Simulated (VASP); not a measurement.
A run of VASP 6.6.1 is set up as follows.

File INCAR:

```
SYSTEM = SnO
ALGO     = Normal         ! electronic algorithm
EDIFF    = 1E-7           ! SCF threshold, eV
EDIFFG   = -0.05          ! ionic threshold
ENCUT    = 1340           ! plane-wave cutoff, eV
GGA      = PE             ! functional
GGA_COMPAT= .FALSE.      
IBRION   = 2              ! ionic algorithm
ISIF     = 3              ! what is computed and relaxed
ISMEAR   = 0              ! smearing method
LASPH    = .TRUE.         ! aspherical terms in the spheres
LCHARG   = .FALSE.        ! write CHGCAR
LREAL    = .FALSE.        ! projectors in reciprocal space
LWAVE    = .FALSE.        ! write WAVECAR
NELM     = 120            ! most SCF steps
NELMIN   = 4            
NSW      = 80             ! ionic steps
PREC     = Accurate       ! precision mode
SIGMA    = 0.1            ! smearing width, eV
```

KPOINTS

```
k-points
0
G
  8 8 8
  0 0 0
```

Contents of POSCAR:

```
SnO
1.0
    0.0000000000      2.1135437454      2.1135437454
    2.1135437454      0.0000000000      2.1135437454
    2.1135437454      2.1135437454      0.0000000000
Sn O
1 1
Direct
    0.0000000000      0.0000000000      0.0000000000
    0.5000000000      0.5000000000      0.5000000000
```

Potentials or basis: VASP PAW PBE potentials, release 64 (Sn_d, O_h).

The run is started by

```sh
$ cat potpaw_PBE.64/Sn_d/POTCAR potpaw_PBE.64/O_h/POTCAR > POTCAR
$ mpirun -np 1 vasp_std > vasp.out
```

Question: Estimate the relaxed cell.

Answer: a = 3.614 Å, b = 3.614 Å, c = 3.614 Å, α = 60.00°, β = 60.00°, γ = 60.00°.

Question: What does it give for the space group after relaxing (to 0.1 Å)?

Answer: Fm-3m (No. 225).

Step by step:
```
step  energy change (eV)  largest force (eV/Å)  pressure (GPa)  volume (Å³)
   1              0.0000                0.0000          184.75        18.88
   2             -1.5189                0.0000          -23.62        67.00
   3             -5.0681                0.0000           -5.85        35.85
   4             -5.1014                0.0000           -3.30        34.69
   5             -5.1147                0.0000            0.17        33.38
```

Caveat: the volume moved by over 15 % at a fixed basis, so the end points are rough.
